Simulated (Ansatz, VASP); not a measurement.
## MgS in VASP and in Ansatz

```
CELL_PARAMETERS angstrom
4.03628 -0.00040 -0.00042
-2.01845 3.50092 -0.00037
-0.00154 -0.00217 13.08369
ATOMIC_POSITIONS crystal
Mg 0.99852 0.99951 0.09495
Mg 0.00175 0.00118 0.59489
Mg 0.33239 0.66634 0.34398
Mg 0.66721 0.33284 0.84380
S 0.99917 0.99981 0.40586
S 0.00029 0.99914 0.90570
S 0.33172 0.66607 0.15551
S 0.66894 0.33511 0.65531
```

Change from the starting cell: cell x1, atoms moved at random (sigma 0.1 Å) and cell strained at random (1.5 %), then relaxed without symmetry.

Alike in both runs: functional PBE; k mesh 6 × 6 × 1; occupations gaussian, width 0.1 eV; no spin polarisation.

Ansatz relaxed the structure, and its values are those at the end. VASP's run is a single point on that final structure, the one shown.

```csv
,VASP,Ansatz
version,VASP 6.6.1,Ansatz 0.2.0
potentials or method,"VASP PAW PBE potentials, release 64 (Mg, S), cutoff 520 eV","scalar-relativistic, plane waves, PAW"
valence electrons in the cell,32,64
```

Ansatz gave:

```
gap on the k mesh at the Fermi level (eV) : 3.38
least direct gap on the mesh (eV)         : 3.38
pressure (GPa)                            : 0.0
rms of the force components (eV/Å)        : 0.007
```

Q: What did VASP give for the same quantities?

A: gap on the k mesh at the Fermi level (eV): 3.37; least direct gap on the mesh (eV): 3.37; pressure (GPa): -0.1; rms of the force components (eV/Å): 0.007.

VASP's potentials hold 32 valence electrons a cell and Ansatz's 64, so a difference there can come from the potentials and not from the codes.

The k mesh is coarse, so the values compare programs but aren't converged.
